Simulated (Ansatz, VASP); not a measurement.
Nb2H3 in VASP and in Ansatz

Contents of POSCAR:

```
Nb2H3
1.0
    3.3091608084      0.0000000000      0.0000000000
   -1.6545804042      2.8658173252      0.0000000000
    0.0000000000      0.0000000000      5.1485166892
Nb H
2 3
Direct
    0.3333333333      0.6666666667      0.2450000000
    0.6666666667      0.3333333333      0.7550000000
    0.0000000000      0.0000000000      0.0000000000
    0.3333333333      0.6666666667      0.6450000000
    0.6666666667      0.3333333333      0.3550000000
```

File INCAR.step1:

```
  PREC = Accurate
  ENCUT = 600
  ISMEAR = 0
  SIGMA = 0.1
  LREAL = F
  LASPH = T
  NELM = 80
  GGA = PE
  ALGO = Normal
  EDIFF = 1E-4
  LWAVE = T
  LCHARG = F
```

File INCAR.step2:

```
  PREC = Accurate
  ENCUT = 600
  EDIFF = 1E-6
  ISMEAR = 0
  SIGMA = 0.1
  LREAL = F
  LASPH = T
  NELM = 80
  ALGO = Normal
  ISIF = 3
  LWAVE = F
  LCHARG = F
  METAGGA = R2SCAN
  LMIXTAU = T
  IBRION = 2
  NSW = 90
  EDIFFG = -0.04
  ISTART = 1
```

Contents of KPOINTS:

```
regular mesh
0
Gamma
  6 6 4
```

Input for Ansatz:

```yaml
crystal:
  lattice:
    - [3.3091608084, 0.0, 0.0]
    - [-1.6545804042, 2.8658173252, 0.0]
    - [0.0, 0.0, 5.1485166892]
  atoms:
    - { symbol: Nb, position: [0.3333333333, 0.6666666667, 0.245] }
    - { symbol: Nb, position: [0.6666666667, 0.3333333333, 0.755] }
    - { symbol: H, position: [0.0, 0.0, 0.0] }
    - { symbol: H, position: [0.3333333333, 0.6666666667, 0.645] }
    - { symbol: H, position: [0.6666666667, 0.3333333333, 0.355] }
basis:
  ecutwfc: 500
kpoints:
  mp_grid: { grid: [6, 6, 4] }
hamiltonian:
  xc: r2scan
scf:
  occupations: { method: gaussian, width: 0.1 }
  lower_state_search: "off"
output:
  forces: true
  stress: true
  eigenvalues: true
relax:
  adjacent_minimum: "off"
  f_tol: 0.04
  max_steps: 70
  cell: { stress_tol: 0.4 }
```

Alike in both runs: task relaxation of cell and atoms; functional r2SCAN; k mesh 6 × 6 × 4; occupations gaussian, width 0.1 eV; no spin polarisation.

|  | VASP | Ansatz |
| --- | --- | --- |
| version | VASP 6.6.1 | Ansatz 0.2.0 |
| potentials or method | VASP PAW PBE potentials, release 64 (Nb_sv, H), cutoff 600 eV | scalar-relativistic, plane waves, PAW |
| valence electrons in the cell | 29 | 29 |

|  | VASP | Ansatz | Ansatz less VASP |
| --- | --- | --- | --- |
| gap on the k mesh at the Fermi level, each at its own relaxed structure (eV) | none | none | - |
| relaxed volume (Å³/atom) | 8.74 | 8.75 | +0.016 |
| relaxed length of the cell vector where the two differ most in proportion (Å) | 3.063 | 3.066 | +0.0034 |

VASP's potentials were made for PBE, not for r2SCAN. A gap of «none» marks a metal or a gap that the smearing closes.

The k mesh is coarse, so the values compare programs but aren't converged.
